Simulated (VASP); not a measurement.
Wanted: the native input for a VASP 6.6.1 run.

| Quantity | Value |
| --- | --- |
| Task | single point |
| Functional | PBE |
| Potentials or basis | VASP PAW PBE potentials, release 64 (Ge_d, Cl) |
| Cutoff | 520 eV |
| k mesh | 4 × 4 × 6 |
| Occupations | gaussian, width 0.1 eV |
| Spin | no spin polarisation |
| Dipole correction | no |
| Further INCAR settings | ALGO = Fast; EDIFF = 1e-06; NBANDS = 26 |

The structure of GeCl3 lies in POSCAR:

```
GeCl3
1.0
    5.4284387462      0.0000000000      0.0000000000
    0.0000000000      5.4284387462      0.0000000000
    0.0000000000      0.0000000000      3.5881568663
Ge Cl
1 3
Direct
    0.5000000000      0.5000000000      0.0000000000
    0.0000000000      0.5000000000      0.0000000000
    0.5000000000      0.0000000000      0.0000000000
    0.0000000000      0.0000000000      0.0000000000
```

The cell was generated, and may not be a known phase.

The input as run:

INCAR

```
SYSTEM = GeCl3
ALGO = Fast
EDIFF = 1E-6
ENCUT = 520
GGA = PE
ISIF = 2
ISMEAR = 0
LASPH = .True.
LCHARG = .False.
LREAL = .False.
LWAVE = .False.
NBANDS = 26
NELM = 100
PREC = Accurate
SIGMA = 0.1
```

KPOINTS

```
k-points
0
Gamma
  4 4 6
  0 0 0
```

Potentials or basis: VASP PAW PBE potentials, release 64 (Ge_d, Cl).

Run with:

```sh
$ cat potpaw_PBE.64/Ge_d/POTCAR potpaw_PBE.64/Cl/POTCAR > POTCAR
$ mpirun -np 1 vasp_std > vasp.out
```

Results of the run:

- Pressure: 0.1 GPa
- Band gap on the k mesh: zero (an odd number of electrons rules out a gap without spin polarisation)

Caveat: an odd number of electrons without spin polarisation forces a metal; a magnetic or distorted state may lie lower.

It took 46 s on 1 thread of Oxide Virtual Turin-like Processor, with other jobs on the host, peak memory 0.19 GiB.
